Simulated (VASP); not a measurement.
Write the native input for VASP 6.6.1 that does the following.

```yaml
Task: single point
Functional: PBE
Potentials_or_basis: VASP PAW PBE potentials, release 64 (Al, P)
Cutoff: 520 eV
k_mesh: 4 × 4 × 4
Occupations: gaussian, width 0.1 eV
Spin: no spin polarisation
Dipole_correction: no
Further_INCAR_settings: ALGO = Normal; EDIFF = 1e-06; NBANDS = 16
```

The structure of Al4P lies in POSCAR:

```
Al4P
1.0
   -2.8942031158      2.8942031158      2.8942031158
    2.8942031158     -2.8942031158      2.8942031158
    2.8942031158      2.8942031158     -2.8942031158
Al P
4 1
Direct
    0.0000000000      0.5004508579      0.0000000000
    0.4995491421      0.4995491421      0.4995491421
    0.0000000000      0.0000000000      0.5004508579
    0.5004508579      0.0000000000      0.0000000000
    0.0000000000      0.0000000000      0.0000000000
```

The input as run:

INCAR

```
  PREC = Accurate
  ENCUT = 520
  EDIFF = 1E-6
  ISMEAR = 0
  SIGMA = 0.1
  LREAL = False
  LASPH = True
  NELM = 80
  ALGO = Normal
  ISIF = 2
  LWAVE = False
  LCHARG = False
  GGA = PE
  NBANDS = 16
```

KPOINTS

```
regular mesh
0
Gamma
  4 4 4
```

Potentials or basis: VASP PAW PBE potentials, release 64 (Al, P).

The run is started by

```console
$ cat potpaw_PBE.64/Al/POTCAR potpaw_PBE.64/P/POTCAR > POTCAR
$ mpirun -np 1 vasp_std > vasp.out
```

Results of the run:

| Property | Result |
| --- | --- |
| Pressure | 0.0 GPa |
| Largest force | 0.012 eV/Å |

Caveat: the k points lie up to 0.38 Å⁻¹ apart.

It took 11 s on 1 thread of Intel Xeon 6975P-C, on a shared host, peak memory 0.22 GiB.
